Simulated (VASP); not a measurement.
Set up this calculation in VASP 6.6.1, as the native input.

```
Task                   : single point
Functional             : LDA
Potentials or basis    : VASP PAW LDA potentials, release 64 (Se)
Cutoff                 : 520 eV
k mesh                 : 12 × 12 × 12
Occupations            : fermi-dirac, width 0.136057 eV
Spin                   : no spin polarisation
Dipole correction      : no
Further INCAR settings : ALGO = Normal; EDIFF = 1e-06; NBANDS = 9
```

The structure of Se lies in POSCAR:

```
Se
1.0
    2.7756822714      0.0000000000      0.0000000000
    0.0000000000      2.7756822714      0.0000000000
    0.0000000000      0.0000000000      2.7756822714
Se
1
Direct
    0.0000000000      0.0000000000      0.0000000000
```

The input as run:

INCAR

```
SYSTEM = Se
ALGO = Normal
EDIFF = 1E-6
ENCUT = 520
ISIF = 2
ISMEAR = -1
LASPH = .TRUE.
LCHARG = .FALSE.
LREAL = .FALSE.
LWAVE = .FALSE.
NBANDS = 9
NELM = 80
PREC = Accurate
SIGMA = 0.13605693000000002
```

KPOINTS

```
k-points
0
G
  12 12 12
  0 0 0
```

Potentials or basis: VASP PAW LDA potentials, release 64 (Se).

Command:

```console
$ cat potpaw_LDA.64/Se/POTCAR > POTCAR
$ mpirun -np 1 vasp_std > vasp.out
```

It gave:

The pressure is -0.2 GPa and the band gap on the k mesh is zero (band 3 reaches 8.43 eV, above the bottom of band 4 at 1.90 eV).

It took 3.5 s on 1 thread of Intel(R) Xeon(R) 6975P-C (Granite Rapids), on a shared host, peak memory 0.13 GiB.
